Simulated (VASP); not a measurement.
# N (Pa-3) in VASP: dielectric tensor with PBE

Aim: the dielectric tensor of N with PBE.

All numbers are computed with VASP 6.6.1; they aren't measurements. Logs are shortened: lines on timing, memory, paths and dates and some standing lists are left out, and cuts for length are marked.

**1. The cell of the first run**

It takes space group Pa-3 (No. 205, cubic). Conventional cell: a = 5.561 Å, b = 5.561 Å, c = 5.561 Å, α = 90.00°, β = 90.00°, γ = 90.00°. N (site symmetry 3) has 1 N at 1.11 Å within 1.5 Å.

**2. Dielectric tensor, PBE**

INCAR

```
PREC     = Accurate       # precision mode
ENCUT    = 520            # plane-wave cutoff, eV
EDIFF    = 1E-8           # SCF threshold, eV
ISMEAR   = 0              # smearing method
SIGMA    = 0.01           # smearing width, eV
LREAL    = False          # projectors in reciprocal space
LASPH    = True           # aspherical terms in the spheres
NELM     = 100            # most SCF steps
ALGO     = Normal         # electronic algorithm
ISIF     = 2              # what is computed and relaxed
LWAVE    = False          # write WAVECAR
LCHARG   = False          # write CHGCAR
GGA      = PE             # functional
LEPSILON = True           # dielectric tensor by DFPT
```

KPOINTS

```
regular mesh
0
Gamma
  4 4 4
```

POSCAR

```
N
1.0
    5.5605176600      0.0000000000      0.0000000000
    0.0000000000      5.5605176600      0.0000000000
    0.0000000000      0.0000000000      5.5605176600
N
8
Direct
    0.0573973300      0.4426026700      0.5573973300
    0.4426026700      0.5573973300      0.0573973300
    0.5573973300      0.0573973300      0.4426026700
    0.9426026700      0.9426026700      0.9426026700
    0.9426026700      0.5573973300      0.4426026700
    0.5573973300      0.4426026700      0.9426026700
    0.4426026700      0.9426026700      0.5573973300
    0.0573973300      0.0573973300      0.0573973300
```

Potentials or basis: VASP PAW PBE potentials, release 64 (N).

Command:

```sh
> cat potpaw_PBE.64/N/POTCAR > POTCAR
> mpirun -np 1 vasp_std > vasp.out
```

OUTCAR:

```text
PREC = Accurate
   ENCUT = 520
   EDIFF = 1E-8
   ISMEAR = 0
   LREAL = False
   LASPH = True
   NELM = 100
   ISIF = 2
   GGA = PE
   LEPSILON = True

 ion  position               nearest neighbor table
   1  0.057  0.443  0.557-   5 1.11
   2  0.443  0.557  0.057-   6 1.11
   3  0.557  0.057  0.443-   7 1.11
   4  0.943  0.943  0.943-   8 1.11
   5  0.943  0.557  0.443-   1 1.11
   6  0.557  0.443  0.943-   2 1.11
   7  0.443  0.943  0.557-   3 1.11
   8  0.057  0.057  0.057-   4 1.11

  LATTYP: Found a simple cubic cell.
 ALAT       =     5.5605176600

  Lattice vectors:

 A1 = (   5.5605176600,   0.0000000000,   0.0000000000)
 A2 = (   0.0000000000,   5.5605176600,   0.0000000000)
 A3 = (   0.0000000000,   0.0000000000,   5.5605176600)

Analysis of symmetry for initial positions (statically):
=====================================================================
 Subroutine PRICEL returns:
 Original cell was already a primitive cell.

 Routine SETGRP: Setting up the symmetry group for a
 simple cubic supercell.

 Subroutine GETGRP returns: Found 24 space group operations
 (whereof  6 operations were pure point group operations)
 out of a pool of 48 trial point group operations.

The static configuration has the point symmetry S_6 .
 The point group associated with its full space group is T_h .

Analysis of symmetry for dynamics (positions and initial velocities):
=====================================================================
 Subroutine PRICEL returns:
 Original cell was already a primitive cell.

 Routine SETGRP: Setting up the symmetry group for a
 simple cubic supercell.

 Subroutine GETGRP returns: Found 24 space group operations
 (whereof  6 operations were pure point group operations)
 out of a pool of 48 trial point group operations.

The dynamic configuration has the point symmetry S_6 .
 The point group associated with its full space group is T_h .

 Subroutine INISYM returns: Found 24 space group operations
 (whereof  6 operations are pure point group operations),
 and found     1 'primitive' translations

----------------------------------------------------------------------------------------

                                     Primitive cell

  volume of cell :     171.9276

  direct lattice vectors                    reciprocal lattice vectors
     5.560517660  0.000000000  0.000000000     0.179839371  0.000000000  0.000000000
     0.000000000  5.560517660  0.000000000     0.000000000  0.179839371  0.000000000
     0.000000000  0.000000000  5.560517660     0.000000000  0.000000000  0.179839371

  length of vectors
     5.560517660  5.560517660  5.560517660     0.179839371  0.179839371  0.179839371

  position of ions in fractional coordinates (direct lattice)
     0.057397330  0.442602670  0.557397330
     0.442602670  0.557397330  0.057397330
     0.557397330  0.057397330  0.442602670
     0.942602670  0.942602670  0.942602670
     0.942602670  0.557397330  0.442602670
     0.557397330  0.442602670  0.942602670
     0.442602670  0.942602670  0.557397330
     0.057397330  0.057397330  0.057397330

  ion indices of the primitive-cell ions
   primitive index   ion index
                 1           1
                 2           2
                 3           3
                 4           4
                 5           5
                 6           6
                 7           7
                 8           8

----------------------------------------------------------------------------------------

 KPOINTS: regular mesh

[... 94 lines left out ...]
 number of electron      39.9999988 magnetization

 E-fermi :  -6.2737     XC(G=0):  -6.6231

 val. band max:       -6.3170539481   @ k =   0.5000   0.0000   0.0000
 cond. band min:       0.9204039558   @ k =   0.0000   0.0000   0.0000
 fundamental gap:      7.2374579039
 Fermi energy:        -6.2736780999

 k-point     1 :       0.0000    0.0000    0.0000
  band No.  band energies     occupation
      1     -24.6621      2.00000
      2     -24.5964      2.00000
      3     -24.5964      2.00000
      4     -24.5964      2.00000
      5      -9.9362      2.00000
      6      -9.9362      2.00000
[... 297 lines left out ...]
     24       1.5731      0.00000
     25       1.7762      0.00000

  FORCE on cell =-STRESS in cart. coord.  units (eV):
  Direction    XX          YY          ZZ          XY          YZ          ZX
  --------------------------------------------------------------------------------------
  -------------------------------------------------------------------------------------
  Total        2.1325559      2.1325559      2.1325559      0.0000000      0.0000000      0.0000000
  in kB       19.8730872     19.8730872     19.8730872      0.0000000      0.0000000      0.0000000
  external PRESSURE =      19.8730872 kB  Pullay stress =       0.0000000 kB

 VOLUME and BASIS-vectors are now :
 -----------------------------------------------------------------------------
  energy-cutoff  :      520.00
  volume of cell :      171.93
      direct lattice vectors                 reciprocal lattice vectors
     5.560517660  0.000000000  0.000000000     0.179839371  0.000000000  0.000000000
     0.000000000  5.560517660  0.000000000     0.000000000  0.179839371  0.000000000
     0.000000000  0.000000000  5.560517660     0.000000000  0.000000000  0.179839371

 POSITION                                       TOTAL-FORCE (eV/Angst)
 -----------------------------------------------------------------------------------
      0.31916      2.46110      3.09942         0.606804     -0.606804      0.606804
      2.46110      3.09942      0.31916        -0.606804      0.606804      0.606804
      3.09942      0.31916      2.46110         0.606804      0.606804     -0.606804
      5.24136      5.24136      5.24136        -0.606804     -0.606804     -0.606804
      5.24136      3.09942      2.46110        -0.606804      0.606804     -0.606804
      3.09942      2.46110      5.24136         0.606804     -0.606804     -0.606804
      2.46110      5.24136      3.09942        -0.606804     -0.606804      0.606804
      0.31916      0.31916      0.31916         0.606804      0.606804      0.606804
 -----------------------------------------------------------------------------------
    total drift:                               -0.000000      0.000000      0.000000

  FREE ENERGIE OF THE ION-ELECTRON SYSTEM (eV)
  ---------------------------------------------------
  free  energy   TOTEN  =       -66.5959835971 eV

  energy  without entropy=      -66.5959835971  energy(sigma->0) =      -66.59598360

 HEAD OF MICROSCOPIC STATIC DIELECTRIC TENSOR (INDEPENDENT PARTICLE, excluding Hartree and local field effects)
 ------------------------------------------------------
           1.959775    -0.000000     0.000000
          -0.000000     1.959775    -0.000000
           0.000000    -0.000000     1.959775
 ------------------------------------------------------

 Free energy of the ion-electron system (eV)
  ---------------------------------------------------
  ---------------------------------------------------
  free energy    TOTEN  =        -0.32977879 eV

  energy without entropy =       -0.32977879

------------------------ aborting loop because EDIFF is reached ----------------------------------------

--------------------------------------- Ionic step        2  -------------------------------------------

------------------------ aborting loop because EDIFF is reached ----------------------------------------

--------------------------------------- Ionic step        3  -------------------------------------------

 Free energy of the ion-electron system (eV)
  ---------------------------------------------------
  ---------------------------------------------------
  free energy    TOTEN  =        -0.32977846 eV

  energy without entropy =       -0.32977846

------------------------ aborting loop because EDIFF is reached ----------------------------------------

 PIEZOELECTRIC TENSOR FIELD DIRECTION 3  (e Angst)
 -----------------------------------------------------------------------------
    -0.00000  0.00000  0.00000           (  0.00000  0.00000  0.00000)
     0.00000 -0.00001  0.00000           (  0.00000  0.00000  0.00000)
     0.00000  0.00000 -0.00010           (  0.00000  0.00000 -0.00000)

 PIEZOELECTRIC TENSOR FIELD DIRECTION 3  (C/m^2)
 -----------------------------------------------------------------------------
    -0.00000  0.00000  0.00000
     0.00000 -0.00000  0.00000
     0.00000  0.00000 -0.00001

 MACROSCOPIC STATIC DIELECTRIC TENSOR (including local field effects in DFT)
 ------------------------------------------------------
           1.628822     0.000000     0.000000
          -0.000000     1.628822    -0.000000
           0.000000    -0.000000     1.628822
 ------------------------------------------------------

 PIEZOELECTRIC TENSOR (including local field effects)  for field in x, y, z        (e  Angst)
          XX          YY          ZZ          XY          YZ          ZX
  --------------------------------------------------------------------------------
  x     0.00000     0.00000     0.00000     0.00000     0.00000     0.00000
  y     0.00000     0.00000     0.00000     0.00000     0.00000     0.00000
  z     0.00000     0.00000     0.00000     0.00000     0.00000     0.00000

 PIEZOELECTRIC TENSOR (including local field effects)  for field in x, y, z        (C/m^2)
          XX          YY          ZZ          XY          YZ          ZX
  --------------------------------------------------------------------------------
  x     0.00000     0.00000     0.00000     0.00000     0.00000     0.00000
  y     0.00000     0.00000     0.00000     0.00000     0.00000     0.00000
  z     0.00000     0.00000     0.00000     0.00000     0.00000     0.00000

 BORN EFFECTIVE CHARGES (including local field effects) (in |e|, cummulative output)
 ---------------------------------------------------------------------------------
 ion    1
    1     0.00000     0.00517    -0.00307
    2     0.00307     0.00000     0.00517
    3    -0.00517     0.00307     0.00000
 ion    2
    1     0.00000     0.00517     0.00307
    2     0.00307     0.00000    -0.00517
    3     0.00517    -0.00307     0.00000
 ion    3
    1     0.00000    -0.00517     0.00307
    2    -0.00307     0.00000     0.00517
    3     0.00517     0.00307     0.00000
 ion    4
    1     0.00000    -0.00517    -0.00307
    2    -0.00307     0.00000    -0.00517
    3    -0.00517    -0.00307     0.00000
 ion    5
    1     0.00000     0.00517    -0.00307
    2     0.00307     0.00000     0.00517
    3    -0.00517     0.00307     0.00000
 ion    6
    1     0.00000     0.00517     0.00307
    2     0.00307     0.00000    -0.00517
    3     0.00517    -0.00307     0.00000
 ion    7
    1     0.00000    -0.00517     0.00307
    2    -0.00307     0.00000     0.00517
    3     0.00517     0.00307     0.00000
 ion    8
    1     0.00000    -0.00517    -0.00307
    2    -0.00307     0.00000    -0.00517
    3    -0.00517    -0.00307     0.00000
```

It took 23 min on 1 thread of Intel Xeon 8259CL, shared host; peak memory 0.44 GiB.

What came out:

```
Band gap on the k mesh                  : 7.24 eV (least direct gap 7.27 eV)
Electronic dielectric tensor (diagonal) : 1.63
Born charges (mean of the diagonal)     : N +0.00 e
```

Levels at points of the mesh, in eV from the valence-band top:
| k point | band 18 | band 19 | band 20 | band 21 | band 22 | band 23 |
| --- | --- | --- | --- | --- | --- | --- |
| (0.00, 0.00, 0.00) | -0.03 | -0.03 | -0.03 | 7.24 | 7.24 | 7.24 |
| (0.50, 0.00, 0.00) | -0.32 | 0.00 | 0.00 | 7.51 | 7.51 | 7.89 |
| (0.50, 0.50, 0.00) | -0.17 | -0.17 | -0.17 | 7.89 | 7.89 | 7.89 |
| (0.50, 0.50, 0.50) | -0.25 | -0.25 | -0.25 | 7.89 | 7.89 | 7.89 |

Electronic dielectric tensor:
```
1.63 0.00 0.00
0.00 1.63 0.00
0.00 0.00 1.63
```

Born effective charge tensors (e):
atom 1, N
```
 0.00  0.01  0.00
 0.00  0.00  0.01
-0.01  0.00  0.00
```
atom 2, N
```
 0.00  0.01  0.00
 0.00  0.00 -0.01
 0.01  0.00  0.00
```
atom 3, N
```
 0.00 -0.01  0.00
 0.00  0.00  0.01
 0.01  0.00  0.00
```
atom 4, N
```
 0.00 -0.01  0.00
 0.00  0.00 -0.01
-0.01  0.00  0.00
```
atom 5, N
```
 0.00  0.01  0.00
 0.00  0.00  0.01
-0.01  0.00  0.00
```
atom 6, N
```
 0.00  0.01  0.00
 0.00  0.00 -0.01
 0.01  0.00  0.00
```
atom 7, N
```
 0.00 -0.01  0.00
 0.00  0.00  0.01
 0.01  0.00  0.00
```
atom 8, N
```
 0.00 -0.01  0.00
 0.00  0.00 -0.01
-0.01  0.00  0.00
```

Caveat: the standard files for N, O and F lose accuracy on very short bonds; this functional lacks dispersion, which holds the molecules together, so the pressure and a relaxed volume are unreliable. A k mesh can miss the band edges.
